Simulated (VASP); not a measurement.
# C (Pm) in VASP: single point with PBE+D3(BJ)

Aim: the single point of C with PBE+D3(BJ).

All numbers are computed with VASP 6.6.1; they aren't measurements. Logs are shortened: lines on timing, memory, paths and dates and some standing lists are left out, and cuts for length are marked.

## 1. The cell of the first run

It takes space group Pm (No. 6, monoclinic). Conventional cell: a = 2.465 Å, b = 6.799 Å, c = 2.465 Å, α = 90.00°, β = 119.98°, γ = 90.00°. C (site symmetry m) has 3 C at 1.37 to 1.54 Å within 1.8 Å. C (site symmetry m) has 3 C at 1.42 Å within 1.9 Å. C (site symmetry m) has 3 C at 1.42 Å within 1.9 Å. Within 1.8 Å of C (site symmetry m) lie 3 C at 1.37 to 1.54 Å.

## 2. Single point, PBE+D3(BJ) (atom 1 (C) moved -0.120 Å towards its neighbour atom 4 (C) at 1.423 Å)

Input file INCAR:

```
SYSTEM = C
ALGO = Normal
EDIFF = 1E-6
ENCUT = 520
GGA = PE
ISIF = 2
ISMEAR = 0
IVDW = 12
LASPH = .TRUE.
LCHARG = .FALSE.
LREAL = .FALSE.
LWAVE = .FALSE.
NBANDS = 16
NELM = 80
PREC = Accurate
SIGMA = 0.15
```

Input file KPOINTS:

```
k-points
0
G
  22 22 8
  0 0 0
```

Input file POSCAR:

```
C
1.0
    1.2327689981     -2.1341461166      0.0000000000
    1.2327689981      2.1341461166      0.0000000000
    0.0000000000      0.0000000000      6.7989836842
C
4
Direct
    0.1395175689      0.9447993717      0.7500000000
    0.5833101797      0.4166898203      0.2500000000
    0.9166898203      0.0833101797      0.2500000000
    0.4166898203      0.5833101797      0.7500000000
```

Potentials or basis: VASP PAW PBE potentials, release 64 (C).

Started as:

```bash
cat potpaw_PBE.64/C/POTCAR > POTCAR
mpirun -np 1 vasp_std > vasp.out
```

OUTCAR:

```text
SYSTEM = C
   EDIFF = 1E-6
   ENCUT = 520
   GGA = PE
   ISIF = 2
   ISMEAR = 0
   IVDW = 12
   LASPH = .TRUE.
   LREAL = .FALSE.
   NELM = 80
   PREC = Accurate
 IVDW          = 12

 ion  position               nearest neighbor table
   1  0.140  0.945  0.750-   4 1.37   4 1.37   4 1.54
   2  0.583  0.417  0.250-   3 1.42   3 1.42   3 1.42
   3  0.917  0.083  0.250-   2 1.42   2 1.42   2 1.42
   4  0.417  0.583  0.750-   1 1.37   1 1.37   1 1.54

  LATTYP: Found a base centered orthorhombic cell.
 ALAT       =     2.4655379962
 B/A-ratio  =     1.7311808781
 C/A-ratio  =     2.7576065324

  Lattice vectors:

 A1 = (   1.2327689981,  -2.1341461166,   0.0000000000)
 A2 = (   1.2327689981,   2.1341461166,   0.0000000000)
 A3 = (   0.0000000000,   0.0000000000,   6.7989836842)

Analysis of symmetry for initial positions (statically):
=====================================================================
 Subroutine PRICEL returns:
 Original cell was already a primitive cell.

 Routine SETGRP: Setting up the symmetry group for a
 base centered orthorhombic supercell.

 Subroutine GETGRP returns: Found  2 space group operations
 (whereof  1 operations were pure point group operations)
 out of a pool of  8 trial point group operations.

The static configuration has the point symmetry C_1 .
 The point group associated with its full space group is C_1h.

Analysis of symmetry for dynamics (positions and initial velocities):
=====================================================================
 Subroutine PRICEL returns:
 Original cell was already a primitive cell.

 Routine SETGRP: Setting up the symmetry group for a
 base centered orthorhombic supercell.

 Subroutine GETGRP returns: Found  2 space group operations
 (whereof  1 operations were pure point group operations)
 out of a pool of  8 trial point group operations.

The dynamic configuration has the point symmetry C_1 .
 The point group associated with its full space group is C_1h.

 Subroutine INISYM returns: Found  2 space group operations
 (whereof  1 operations are pure point group operations),
 and found     1 'primitive' translations

----------------------------------------------------------------------------------------

                                     Primitive cell

  volume of cell :      35.7750
[... 92 lines left out ...]
   NELM   =     80;   NELMIN=  2; NELMDL= -5     # of ELM steps
   EDIFF  = 0.1E-05   stopping-criterion for ELM
   LREAL  =      F    real-space projection
   EDIFFG = 0.1E-04   stopping-criterion for IOM
   NSW    =      0    number of steps for IOM
   IBRION =     -1    ionic relax: 0-MD 1-quasi-New 2-CG
   NFREE  =      0    steps in history (QN), initial steepest desc. (CG)
   ISIF   =      2    stress and relaxation
   ISYM   =      2    0-nonsym 1-usesym 2-fastsym
   POTIM  = 0.5000    time-step for ionic-motion
   TEBEG  =    0.0;   TEEND  =   0.0 temperature during run
   PSTRESS=    0.0 pullay stress
   NELECT =      16.0000    total number of electrons
   NUPDOWN=      -1.0000    fix difference up-down
   EMIN   =  10.00;   EMAX   =-10.00  energy-range for DOS
   EFERMI =   0.00;   METHOD = LEGACY
   ISMEAR =     0;   SIGMA  =   0.15  broadening in eV -4-tet -1-fermi 0-gaus
   EFERMI_NEDOS =   21; number of points for ismear=-14 and -15
   IALGO  =     38    algorithm
   IMIX   =      4    mixing-type and parameters
     AMIX     =   0.40;   BMIX     =  1.00
     AMIX_MAG =   1.60;   BMIX_MAG =  1.00
  volume/ion in A,a.u.               =       8.94        60.36
  Fermi-wavevector in a.u.,A,eV,Ry     =   1.251954  2.365849 21.325603  1.567388
  Thomas-Fermi vector in A             =   2.385877
   LORBIT       =      0    0 simple, 1 ext, 2 COOP (PROOUT), +10 PAW based schemes
   GGA     = PE    functional components
   LHFCALC =     F    Hartree Fock is set to
   AEXX    =    0.0000 exact exchange contribution
   IVDW    =    12    specifies the selected vdW correction
   LEPSILON=     F    determine dielectric tensor
   LRPA    =     F    only Hartree local field effects (RPA)
 non-spin polarized calculation
 Gauss-broadening in eV      SIGMA  =   0.15
  energy-cutoff  :      520.00
  volume of cell :       35.78
 maximum number of plane-waves:       986
   NGX =  9   NGY =  9   NGZ = 25

 number of electron      15.9999998 magnetization

 Free energy of the ion-electron system (eV)
  ---------------------------------------------------
  ext. energy  EPLUGINS =         0.00000000
  ---------------------------------------------------
  free energy    TOTEN  =       -36.49920497 eV

  energy without entropy =      -36.49905372  energy(sigma->0) =      -36.49912935

 E-fermi :   4.5546     XC(G=0): -10.2266

 val. band max:        4.3616987969   @ k =   0.3182   0.3636  -0.2500
 cond. band min:       4.7086398022   @ k =   0.3182   0.3182   0.0000
 fundamental gap:      0.3469410053
 Fermi energy:         4.5545596892

 k-point     1 :       0.0000    0.0000    0.0000
  band No.  band energies     occupation
      1     -15.0884      2.00000
      2     -14.8144      2.00000
      3      -3.9141      2.00000
      4      -2.0816      2.00000
      5      -0.1593      2.00000
      6       1.5161      2.00000
[... 433 lines left out ...]
      3      -3.7365      2.00000
      4      -1.9163      2.00000
      5      -0.4359      2.00000
      6       0.9444      2.00000
[... 8 lines left out ...]
     15      15.7416      0.00000
     16      15.7479      0.00000

 [... further k-points ...]

------------------------ aborting loop because EDIFF is reached ----------------------------------------

 Edisp (eV)   -0.61604

 E8    (eV) :    -0.1743

  FORCE on cell =-STRESS in cart. coord.  units (eV):
  Direction    XX          YY          ZZ          XY          YZ          ZX
  --------------------------------------------------------------------------------------
  -------------------------------------------------------------------------------------
  Total       0.44859     1.70212    -0.01156     1.10142     0.00000     0.00000
  in kB      20.08986    76.22927    -0.51774    49.32687     0.00000     0.00000
  external pressure =       31.93 kB  Pullay stress =        0.00 kB

 VOLUME and BASIS-vectors are now :
 -----------------------------------------------------------------------------
  energy-cutoff  :      520.00
  volume of cell :       35.78
      direct lattice vectors                 reciprocal lattice vectors
     1.232768998 -2.134146117  0.000000000     0.405590991 -0.234285739  0.000000000
     1.232768998  2.134146117  0.000000000     0.405590991  0.234285739  0.000000000
     0.000000000  0.000000000  6.798983684     0.000000000  0.000000000  0.147080806

 POSITION                                       TOTAL-FORCE (eV/Angst)
 -----------------------------------------------------------------------------------
      1.33671      1.71859      5.09924        -4.781339      2.706795      0.000000
      1.23277     -0.35559      1.69975         0.026533      0.005582      0.000000
      1.23277     -1.77855      1.69975        -0.021332     -0.003922      0.000000
      1.23277      0.35559      5.09924         4.776137     -2.708455      0.000000
 -----------------------------------------------------------------------------------
    total drift:                                0.000006     -0.000002      0.000000

  FREE ENERGIE OF THE ION-ELECTRON SYSTEM (eV)
  ---------------------------------------------------
  free  energy   TOTEN  =       -37.1152499542 eV

  energy  without entropy=      -37.1150987043  energy(sigma->0) =      -37.11517433
```

stdout:

```text
POSCAR found type information on POSCAR C
 POSCAR found :  1 types and       4 ions
 scaLAPACK will be used
 LDA part: xc-table for (Slater+PW92), standard interpolation
 POSCAR, INCAR and KPOINTS ok, starting setup
 FFT: planning ... GRIDC
 FFT: planning ... GRID_SOFT
 FFT: planning ... GRID
 WAVECAR not read
 entering main loop
```

It took 5.5 min on 1 thread of Intel Xeon 6975P-C (Granite Rapids), shared host; peak memory 0.56 GiB.

Results:

```
Free energy                : -37.1152 eV
Pressure                   : 3.2 GPa
Largest force              : 5.494 eV/Å
Dispersion energy per atom : -0.154 eV
```

Forces in eV/Å, atoms in the order of the input:
```
C   -4.781  2.707  0.000
C    0.027  0.006  0.000
C   -0.021 -0.004  0.000
C    4.776 -2.708  0.000
```

Caveat: the cell differs from its parent crystal (atom 1 (C) moved -0.120 Å towards its neighbour atom 4 (C) at 1.423 Å); the stress differs along the axes, from -0 to 8 GPa; forces of over 1 eV/Å act on the atoms, so gaps and moduli don't describe the material at rest.
